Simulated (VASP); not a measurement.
# Al3BP4 (P-4m2) in VASP: notebook, part 2 of 2

VASP 6.6.1. Earlier steps stand in the parts before.

## 3. Relaxation of cell and atoms, PBE

This run uses another cell than the first one, of 16.62 Å³/atom.

INCAR reads:

```
ALGO     = Normal         # electronic algorithm
EDIFF    = 1E-6           # SCF threshold, eV
EDIFFG   = -0.08          # ionic threshold
ENCUT    = 600            # plane-wave cutoff, eV
GGA      = PE             # functional
IBRION   = 2              # ionic algorithm
ISIF     = 3              # what is computed and relaxed
ISMEAR   = 0              # smearing method
LASPH    = T              # aspherical terms in the spheres
LCHARG   = F              # write CHGCAR
LREAL    = F              # projectors in reciprocal space
LWAVE    = F              # write WAVECAR
NELM     = 80             # most SCF steps
NSW      = 36             # ionic steps
PREC     = Accurate       # precision mode
SIGMA    = 0.2            # smearing width, eV
```

KPOINTS reads:

```
k-points
0
Gamma
  5 5 2
```

POSCAR reads:

```
Al3BP4
1.0
    3.6100000000      0.0000000000      0.0000000000
    0.0000000000      3.6100000000      0.0000000000
    0.0000000000      0.0000000000     10.2000000000
Al B P
3 1 4
Direct
    0.5000000000      0.5000000000      0.7500000000
    0.0000000000      0.0000000000      0.5000000000
    0.5000000000      0.5000000000      0.2500000000
    0.0000000000      0.0000000000      0.0000000000
    0.0000000000      0.5000000000      0.1100000000
    0.5000000000      0.0000000000      0.8900000000
    0.0000000000      0.5000000000      0.6250000000
    0.5000000000      0.0000000000      0.3750000000
```

Potentials or basis: VASP PAW PBE potentials, release 64 (Al, B, P).

On the command line:

```sh
$ cat potpaw_PBE.64/Al/POTCAR potpaw_PBE.64/B/POTCAR potpaw_PBE.64/P/POTCAR > POTCAR
$ mpirun -np 1 vasp_std > vasp.out
```

OUTCAR:

```text
EDIFF = 1E-6
   EDIFFG = -0.08
   ENCUT = 600
   GGA = PE
   IBRION = 2
   ISIF = 3
   ISMEAR = 0
   LASPH = T
   LREAL = F
   NELM = 80
   NSW = 36
   PREC = Accurate

 ion  position               nearest neighbor table
   1  0.500  0.500  0.750-   7 2.21   7 2.21   6 2.30   6 2.30
   2  0.000  0.000  0.500-   7 2.21   8 2.21   7 2.21   8 2.21
   3  0.500  0.500  0.250-   8 2.21   8 2.21   5 2.30   5 2.30
   4  0.000  0.000  0.000-   5 2.13   6 2.13   5 2.13   6 2.13
   5  0.000  0.500  0.110-   4 2.13   4 2.13   3 2.30   3 2.30
   6  0.500  0.000  0.890-   4 2.13   4 2.13   1 2.30   1 2.30
   7  0.000  0.500  0.625-   1 2.21   2 2.21   2 2.21   1 2.21
   8  0.500  0.000  0.375-   2 2.21   3 2.21   3 2.21   2 2.21

  LATTYP: Found a simple tetragonal cell.
 ALAT       =     3.6100000000
 C/A-ratio  =     2.8254847645

  Lattice vectors:

 A1 = (   3.6100000000,   0.0000000000,   0.0000000000)
 A2 = (   0.0000000000,   3.6100000000,   0.0000000000)
 A3 = (   0.0000000000,   0.0000000000,  10.2000000000)

Analysis of symmetry for initial positions (statically):
=====================================================================
 Subroutine PRICEL returns:
 Original cell was already a primitive cell.

 Routine SETGRP: Setting up the symmetry group for a
 simple tetragonal supercell.

 Subroutine GETGRP returns: Found  8 space group operations
 (whereof  8 operations were pure point group operations)
 out of a pool of 16 trial point group operations.

The static configuration has the point symmetry D_2d.

Analysis of symmetry for dynamics (positions and initial velocities):
=====================================================================
 Subroutine PRICEL returns:
 Original cell was already a primitive cell.

 Routine SETGRP: Setting up the symmetry group for a
 simple tetragonal supercell.

 Subroutine GETGRP returns: Found  8 space group operations
 (whereof  8 operations were pure point group operations)
 out of a pool of 16 trial point group operations.

The dynamic configuration has the point symmetry D_2d.

 Subroutine INISYM returns: Found  8 space group operations
[... 108 lines left out ...]
   NUPDOWN=      -1.0000    fix difference up-down
   EMIN   =  10.00;   EMAX   =-10.00  energy-range for DOS
   EFERMI =   0.00;   METHOD = LEGACY
   ISMEAR =     0;   SIGMA  =   0.20  broadening in eV -4-tet -1-fermi 0-gaus
   EFERMI_NEDOS =   21; number of points for ismear=-14 and -15
   IALGO  =     38    algorithm
   IMIX   =      4    mixing-type and parameters
     AMIX     =   0.40;   BMIX     =  1.00
     AMIX_MAG =   1.60;   BMIX_MAG =  1.00
  volume/ion in A,a.u.               =      16.62       112.13
  Fermi-wavevector in a.u.,A,eV,Ry     =   1.018404  1.924504 14.111229  1.037146
  Thomas-Fermi vector in A             =   2.151859
   LORBIT       =      0    0 simple, 1 ext, 2 COOP (PROOUT), +10 PAW based schemes
   GGA     = PE    functional components
   LHFCALC =     F    Hartree Fock is set to
   AEXX    =    0.0000 exact exchange contribution
   IVDW    =     0    specifies the selected vdW correction
   LEPSILON=     F    determine dielectric tensor
   LRPA    =     F    only Hartree local field effects (RPA)
 conjugate gradient relaxation of ions
 non-spin polarized calculation
 Gauss-broadening in eV      SIGMA  =   0.20
  energy-cutoff  :      600.00
  volume of cell :      132.93
 maximum number of plane-waves:      4454
 NGX is ok and might be reduce to    30
   NGX = 15   NGY = 15   NGZ = 41

--------------------------------------- Ionic step        1  -------------------------------------------

 number of electron      32.0000002 magnetization

 Free energy of the ion-electron system (eV)
  ---------------------------------------------------
  ext. energy  EPLUGINS =         0.00000000
  ---------------------------------------------------
  free energy    TOTEN  =       -41.54332424 eV

  energy without entropy =      -41.54327661  energy(sigma->0) =      -41.54330042

------------------------ aborting loop because EDIFF is reached ----------------------------------------

  FORCE on cell =-STRESS in cart. coord.  units (eV):
  Direction    XX          YY          ZZ          XY          YZ          ZX
  --------------------------------------------------------------------------------------
  -------------------------------------------------------------------------------------
  Total       10.8061228     10.8061228     12.6259202      0.0000000      0.0000000      0.0000000
  in kB      130.2464534    130.2464534    152.1805138      0.0000000      0.0000000      0.0000000
  external PRESSURE =     137.5578069 kB  Pullay stress =       0.0000000 kB
[... 323 lines left out ...]
--------------------------------------- Ionic step        9  -------------------------------------------

 number of electron      32.0000000 magnetization

 Free energy of the ion-electron system (eV)
  ---------------------------------------------------
  ext. energy  EPLUGINS =         0.00000000
  ---------------------------------------------------
  free energy    TOTEN  =       -42.53781832 eV

  energy without entropy =      -42.53779488  energy(sigma->0) =      -42.53780660

 E-fermi :   5.7039     XC(G=0):  -9.4665

 val. band max:        5.2122038832   @ k =   0.0000   0.0000   0.0000
 cond. band min:       6.1723168550   @ k =   0.0000   0.0000   0.0000
 fundamental gap:      0.9601129717
 Fermi energy:         5.7039077618

 k-point     1 :       0.0000    0.0000    0.0000
  band No.  band energies     occupation
      1      -7.4722      2.00000
      2      -6.3334      2.00000
      3      -5.9190      2.00000
      4      -4.4503      2.00000
      5      -1.0802      2.00000
      6       1.5670      2.00000
[... 312 lines left out ...]
  FREE ENERGIE OF THE ION-ELECTRON SYSTEM (eV)
  ---------------------------------------------------
  free  energy   TOTEN  =       -42.5378183204 eV

  energy  without entropy=      -42.5377948762  energy(sigma->0) =      -42.53780660

 reached required accuracy - stopping structural energy minimisation
```

OSZICAR:

```text
N       E                     dE             d eps       ncg     rms          rms(c)
DAV:   1     0.114060877352E+03    0.11406E+03   -0.14423E+04   504   0.146E+03
DAV:   2    -0.342223637838E+02   -0.14828E+03   -0.14117E+03   702   0.196E+02
DAV:   3    -0.427670158805E+02   -0.85447E+01   -0.84617E+01   640   0.495E+01
[... 82 lines left out ...]
DAV:   2    -0.425380945697E+02   -0.72828E-03   -0.19499E-02   627   0.804E-01    0.134E-01
DAV:   3    -0.425378565393E+02    0.23803E-03   -0.78807E-04   608   0.182E-01    0.848E-02
DAV:   4    -0.425378152557E+02    0.41284E-04   -0.29908E-04   633   0.972E-02    0.334E-02
DAV:   5    -0.425378179385E+02   -0.26828E-05   -0.32793E-05   569   0.330E-02    0.179E-02
DAV:   6    -0.425378183204E+02   -0.38192E-06   -0.79338E-06   609   0.138E-02
   9 F= -.42537818E+02 E0= -.42537807E+02  d E =-.129725E-01
```

CONTCAR:

```text
Al3BP4
   1.00000000000000
     3.6922345490147706    0.0000000000000000    0.0000000000000000
     0.0000000000000000    3.6922345490147706    0.0000000000000000
     0.0000000000000000    0.0000000000000000   10.8280699944061247
  Al              B               P
     3     1     4
Direct
     0.5000000000000000    0.5000000000000000    0.7661853000409201
     1.0000000000000000    1.0000000000000000    0.5000000000000000
     0.5000000000000000    0.5000000000000000    0.2338146999590799
     1.0000000000000000    1.0000000000000000    0.0000000000000000
     0.0000000000000000    0.5000000000000000    0.0984487947681225
     0.5000000000000000    0.0000000000000000    0.9015512052318776
     0.0000000000000000    0.5000000000000000    0.6329404427752113
     0.5000000000000000    1.0000000000000000    0.3670595572247886

  0.00000000E+00  0.00000000E+00  0.00000000E+00
  0.00000000E+00  0.00000000E+00  0.00000000E+00
  0.00000000E+00  0.00000000E+00  0.00000000E+00
  0.00000000E+00  0.00000000E+00  0.00000000E+00
  0.00000000E+00  0.00000000E+00  0.00000000E+00
  0.00000000E+00  0.00000000E+00  0.00000000E+00
  0.00000000E+00  0.00000000E+00  0.00000000E+00
  0.00000000E+00  0.00000000E+00  0.00000000E+00
```

Run time: 2.5 min. Hardware: 1 thread of Intel Xeon 6975P-C (Granite Rapids), shared host; peak memory 0.27 GiB.

Results:

```
Free energy                           : -42.5378 eV
Relaxed volume                        : 18.45 Å³/atom
Relaxed cell                          : a = 3.692 Å, b = 3.692 Å, c = 10.828 Å, α = 90.00°, β = 90.00°, γ = 90.00°
Space group after relaxing (to 0.1 Å) : P-4m2 (No. 115)
Energy gained by relaxing             : 124.3 meV/atom
Ionic steps                           : 9
Pressure after relaxing               : -0.1 GPa
Largest force after relaxing          : 0.048 eV/Å
Band gap on the k mesh                : 0.96 eV
```

Forces in eV/Å, atoms in the order of the input:
```
Al   0.000  0.000 -0.005
Al   0.000  0.000  0.000
Al   0.000  0.000  0.005
B    0.000  0.000  0.000
P    0.000  0.000  0.038
P    0.000  0.000 -0.038
P    0.000  0.000  0.048
P    0.000  0.000 -0.048
```

Step by step:
| step | energy change (eV) | largest force (eV/Å) | pressure (GPa) | volume (Å³) |
| --- | --- | --- | --- | --- |
| 1 | 0.0000 | 1.6148 | 13.76 | 132.93 |
| 2 | -0.5360 | 0.5140 | -6.97 | 162.30 |
| 3 | -0.7953 | 0.7796 | -1.10 | 150.52 |
| 4 | -0.7952 | 0.7926 | -0.89 | 150.15 |
| 5 | -0.8904 | 0.4768 | -0.50 | 149.13 |
| 6 | -0.9811 | 0.3767 | 0.45 | 146.97 |
| 7 | -0.9815 | 0.3739 | 0.53 | 146.81 |
| 8 | -0.9895 | 0.2113 | -0.47 | 148.12 |
| 9 | -0.9945 | 0.0481 | -0.10 | 147.61 |

Final structure:
```
CELL_PARAMETERS angstrom
3.69223 0.00000 0.00000
0.00000 3.69223 0.00000
0.00000 0.00000 10.82807
ATOMIC_POSITIONS crystal
Al 0.50000 0.50000 0.76619
Al 0.00000 0.00000 0.50000
Al 0.50000 0.50000 0.23381
B 0.00000 0.00000 0.00000
P 0.00000 0.50000 0.09845
P 0.50000 0.00000 0.90155
P 0.00000 0.50000 0.63294
P 0.50000 0.00000 0.36706
```

Caveat: an odd mesh through Γ misses points on the zone boundary, where band edges can lie; the relaxation stopped at a loose force limit of 0.08 eV/Å, so its end isn't a converged minimum.

## 4. Single point, PBE

This run uses another cell than the first one, of 18.44 Å³/atom.

INCAR reads:

```
SYSTEM = Al3BP4
PREC = Accurate
ENCUT = 520
EDIFF = 1E-6
ISMEAR = 0
SIGMA = 0.02
LREAL = .False.
LASPH = .True.
NELM = 100
ALGO = Normal
ISIF = 2
LWAVE = .False.
LCHARG = .False.
GGA = PE
NBANDS = 26
```

KPOINTS reads:

```
Automatic mesh
0
Gamma
  8 8 4
  0 0 0
```

POSCAR reads:

```
Al3BP4
1.0
    3.6886506610      0.0000000000      0.0000000000
    0.0000000000      3.6886506610      0.0000000000
    0.0000000000      0.0000000000     10.8421464561
Al B P
3 1 4
Direct
    0.5000000000      0.5000000000      0.7662545429
    0.0000000000      0.0000000000      0.5000000000
    0.5000000000      0.5000000000      0.2337454571
    0.0000000000      0.0000000000      0.0000000000
    0.0000000000      0.5000000000      0.0985813528
    0.5000000000      0.0000000000      0.9014186472
    0.0000000000      0.5000000000      0.6332547108
    0.5000000000      0.0000000000      0.3667452892
```

On the command line:

```sh
$ cat potpaw_PBE.64/Al/POTCAR potpaw_PBE.64/B/POTCAR potpaw_PBE.64/P/POTCAR > POTCAR
$ mpirun -np 1 vasp_std > vasp.out
```

It took 72 s on 1 thread of Intel Xeon 6975P-C (Granite Rapids), shared host; peak memory 0.32 GiB.

The run converged. Its results:

* Free energy: -42.5880 eV
* Pressure: -0.1 GPa
* Largest force: 0.010 eV/Å
* Band gap on the k mesh: 0.97 eV

Forces on the atoms (eV/Å):
```
Al   0.000  0.000 -0.006
Al   0.000  0.000  0.000
Al   0.000  0.000  0.006
B    0.000  0.000  0.000
P    0.000  0.000  0.010
P    0.000  0.000 -0.010
P    0.000  0.000 -0.001
P    0.000  0.000  0.001
```

Levels at points of the mesh, in eV from the valence-band top:
| k point | band 14 | band 15 | band 16 | band 17 | band 18 | band 19 |
| --- | --- | --- | --- | --- | --- | --- |
| (0.00, 0.00, 0.00) | -0.30 | 0.00 | 0.00 | 0.97 | 1.22 | 2.16 |
| (0.50, 0.00, 0.00) | -0.76 | -0.70 | -0.66 | 1.46 | 2.68 | 3.19 |
| (0.50, 0.50, 0.00) | -2.78 | -2.78 | -2.47 | 1.22 | 1.22 | 1.85 |
| (0.00, 0.00, 0.50) | -0.79 | -0.29 | -0.29 | 1.03 | 1.26 | 2.15 |
| (0.50, 0.00, 0.50) | -0.73 | -0.70 | -0.69 | 1.81 | 3.37 | 3.45 |
| (0.50, 0.50, 0.50) | -3.00 | -3.00 | -2.91 | 1.93 | 1.93 | 2.78 |

## 5. Summary

```csv
task,cell,k mesh,cutoff (eV),smearing,gap on the mesh (eV),pressure (GPa),largest force (eV/Å)
single point,"a = 3.688, b = 3.688, c = 10.817 Å, 8 atoms, atomic positions A",5 × 5 × 2,520,gaussian 0.2 eV,0.95,0.2,0.04
relaxation of cell and atoms,"relaxed from a = 3.610, b = 3.610, c = 10.200 Å, 8 atoms, atomic positions B",5 × 5 × 2,600,gaussian 0.2 eV,0.96,-0.1,0.05
single point,"a = 3.689, b = 3.689, c = 10.842 Å, 8 atoms, atomic positions A",8 × 8 × 4,520,gaussian 0.02 eV,0.97,-0.1,0.01
```

Alike in all rows: level PBE; potentials or basis VASP PAW PBE potentials, release 64 (Al, B, P); no spin polarisation.

Caveats: an odd mesh through Γ misses points on the zone boundary, where band edges can lie (at least some runs); the relaxation stopped at a loose force limit of 0.08 eV/Å, so its end isn't a converged minimum (at least some runs).

Total energies depend on the potentials used, so only differences within one code and one set of settings carry meaning.
